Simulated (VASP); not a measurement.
A run of VASP 6.6.1 is set up as follows.

File INCAR:

```
SYSTEM = Ge
ALGO     = Normal         ! electronic algorithm
EDIFF    = 1E-7           ! SCF threshold, eV
ENCUT    = 520            ! plane-wave cutoff, eV
GGA      = PE             ! functional
ISIF     = 2              ! what is computed and relaxed
ISMEAR   = -1             ! smearing method
LASPH    = .TRUE.         ! aspherical terms in the spheres
LCHARG   = .FALSE.        ! write CHGCAR
LREAL    = .FALSE.        ! projectors in reciprocal space
LWAVE    = .FALSE.        ! write WAVECAR
NBANDS   = 13             ! bands
NELM     = 60             ! most SCF steps
PREC     = Accurate       ! precision mode
SIGMA    = 0.06122561905347299 ! smearing width, eV
```

KPOINTS

```
k-points
0
G
  15 15 15
  0 0 0
```

POSCAR

```
Ge
1.0
    0.0000000000      2.1685431265      2.1685431265
    2.1685431265      0.0000000000      2.1685431265
    2.1685431265      2.1685431265      0.0000000000
Ge
1
Direct
    0.0000000000      0.0000000000      0.0000000000
```

Potentials or basis: VASP PAW PBE potentials, release 64 (Ge_d).

Launch:

```bash
$ cat potpaw_PBE.64/Ge_d/POTCAR > POTCAR
$ mpirun -np 1 vasp_std > vasp.out
```

Problem. Estimate the band gap on the k mesh.

Solution. Zero (band 7 reaches 14.25 eV, above the bottom of band 8 at 3.90 eV).

Problem. What does it give for the pressure?

Solution. -2.2 GPa.
